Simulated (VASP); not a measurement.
A run of VASP 6.6.1 is set up as follows.

The input INCAR:

```
  PREC = Accurate
  ENCUT = 520
  EDIFF = 1E-6
  ISMEAR = 0
  SIGMA = 0.1
  LREAL = False
  LASPH = True
  NELM = 60
  ALGO = Normal
  ISIF = 2
  LWAVE = False
  LCHARG = True
  GGA = PE
  LELF = True
  LVHAR = True
  NBANDS = 72
```

Contents of KPOINTS:

```
Automatic mesh
0
Gamma
  12 12 2
```

Contents of POSCAR:

```
Pt
1.0
    2.8072945027      0.0000000000      0.0000000000
   -1.4036472513      2.4311883552      0.0000000000
    0.0000000000      0.0000000000     27.6216976796
Pt
12
Direct
    0.0000000000      0.0000000000      0.0000000000
    0.3333333333      0.6666666667      0.0840566165
    0.6666666667      0.3333333333      0.1669918295
    0.0000000000      0.0000000000      0.2500000000
    0.3333333333      0.6666666667      0.3330081705
    0.6666666667      0.3333333333      0.4159433835
    0.3333333333      0.6666666667      0.9159433835
    0.6666666667      0.3333333333      0.8330081705
    0.0000000000      0.0000000000      0.7500000000
    0.3333333333      0.6666666667      0.6669918295
    0.6666666667      0.3333333333      0.5840566165
    0.0000000000      0.0000000000      0.5000000000
```

Potentials or basis: VASP PAW PBE potentials, release 64 (Pt).

Command:

```bash
$ cat potpaw_PBE.64/Pt/POTCAR > POTCAR
$ mpirun -np 1 vasp_std > vasp.out
```

What does it give for the largest force?

0.007 eV/Å.

Estimate the pressure.

-1.3 GPa.

Forces in eV/Å, atoms in the order of the input:
```
Pt   0.000  0.000  0.000
Pt   0.000  0.000 -0.007
Pt   0.000  0.000 -0.002
Pt   0.000  0.000  0.000
Pt   0.000  0.000  0.002
Pt   0.000  0.000  0.007
Pt   0.000  0.000  0.007
Pt   0.000  0.000  0.002
Pt   0.000  0.000  0.000
Pt   0.000  0.000 -0.002
Pt   0.000  0.000 -0.007
Pt   0.000  0.000  0.000
```
